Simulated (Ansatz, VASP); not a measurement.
**Two plane-wave programs on KBr**

```
K Br
1.0
     4.04350    0.00000    0.00000
     0.00000    4.04350    0.00000
     0.00000    0.00000    4.04350
K Br
1 1
Direct
  0.00000 0.00000 0.00000
  0.50000 0.50742 0.50000
```

Alike in both runs: task single point; functional LDA; k mesh 5 × 5 × 5; no spin polarisation.

|  | VASP | Ansatz |
| --- | --- | --- |
| version | VASP 6.6.1 | Ansatz 0.2.0 |
| potentials or method | VASP PAW LDA potentials, release 64 (K_sv, Br), cutoff 500 eV | plane waves, PAW |
| occupations | gaussian, width 0.01 eV | fixed |
| valence electrons in the cell | 16 | 16 |

|  | VASP | Ansatz | Ansatz less VASP |
| --- | --- | --- | --- |
| gap on the k mesh at the Fermi level (eV) | 3.53 | 3.52 | -0.008 |

LDA's correlation is that of Perdew and Zunger in VASP and of Perdew and Wang (1992) in Ansatz.
